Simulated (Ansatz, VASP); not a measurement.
One calculation of SnTe, two programs

The input INCAR:

```
  ALGO = Normal
  EDIFF = 1E-6
  ENCUT = 520
  GGA = PS
  ISIF = 2
  ISMEAR = -1
  LASPH = T
  LCHARG = T
  LELF = T
  LREAL = F
  LVHAR = T
  LWAVE = F
  NBANDS = 17
  NELM = 100
  PREC = Accurate
  SIGMA = 0.08
```

KPOINTS

```
k-points
0
Gamma
  11 11 11
```

The input POSCAR:

```
SnTe
1.0
    0.0000000000      2.5754050563      2.5754050563
    2.5754050563      0.0000000000      2.5754050563
    2.5754050563      2.5754050563      0.0000000000
Sn Te
1 1
Direct
    0.0000000000      0.0000000000      0.0000000000
    0.5000000000      0.5000000000      0.5000000000
```

Input for Ansatz:

```yaml
crystal:
  lattice:
    - [0.0, 2.5754050563, 2.5754050563]
    - [2.5754050563, 0.0, 2.5754050563]
    - [2.5754050563, 2.5754050563, 0.0]
  atoms:
    - { symbol: Sn, position: [0.0, 0.0, 0.0] }
    - { symbol: Te, position: [0.5, 0.5, 0.5] }
kpoints:
  mp_grid: { grid: [11, 11, 11] }
scf:
  occupations: { method: fermi_dirac, width: 0.08 }
hamiltonian:
  xc: pbesol
  pseudopotentials: { kind: all_electron, datasets: crystal }
output:
  forces: true
  stress: true
  eigenvalues: true
```

Change from the starting cell: volume scaled by 0.55, crystal datasets.

Alike in both runs: task single point; functional PBEsol; k mesh 11 × 11 × 11; occupations fermi-dirac, width 0.08 eV; no spin polarisation.

```csv
,VASP,Ansatz
version,VASP 6.6.1,Ansatz 0.2.0
potentials or method,"VASP PAW PBE potentials, release 64 (Sn_d, Te), cutoff 520 eV","all-electron PAW with datasets made for the crystal, scalar-relativistic"
```

|  | VASP | Ansatz | Ansatz less VASP |
| --- | --- | --- | --- |
| pressure (GPa) | 108.7 | 107.9 | -0.80 |

VASP's potentials were made for PBE, not for PBEsol. Both programs put the cell under a high pressure, so it lies far from rest at this level. Ansatz ran all-electron here, and VASP with PAW potentials.

Neither program's run includes spin-orbit coupling. Noted on VASP's run: the cell as given lies far from equilibrium.
